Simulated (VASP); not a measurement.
KI, 4 atoms in the cell. The typed cell holds 4 atoms: a = 4.899 Å, b = 4.899 Å, c = 8.591 Å, α = 90.00°, β = 90.00°, γ = 119.99°. 

| Property | Result |
| --- | --- |
| Program | VASP 6.6.1 |
| Task | single point |
| Functional | r2SCAN |
| Potentials or basis | VASP PAW PBE potentials, release 64 (K_sv, I) |
| Cutoff | 520 eV |
| k mesh | 6 × 6 × 2 |
| Occupations | gaussian, width 0.01 eV |
| Spin | no spin polarisation |
| Dipole correction | no |
| Further INCAR settings | ALGO = Normal; EDIFF = 1e-06; NBANDS = 24 |

Potentials or basis: VASP PAW PBE potentials, release 64 (K_sv, I).

Command:

```console
$ cat potpaw_PBE.64/K_sv/POTCAR potpaw_PBE.64/I/POTCAR > POTCAR
$ cp INCAR.step1 INCAR
$ mpirun -np 1 vasp_std > vasp.out
$ cp INCAR.step2 INCAR
$ mpirun -np 1 vasp_std > vasp.out
```

Hardware: 1 thread of Intel(R) Xeon(R) Platinum 8488C (Sapphire Rapids), with other jobs on the host.

Q: How long does it take, and how much memory?

A: It took 3 min on 1 thread of Intel(R) Xeon(R) Platinum 8488C (Sapphire Rapids) (shared host), peak memory 0.35 GiB. Counts: k points 26.
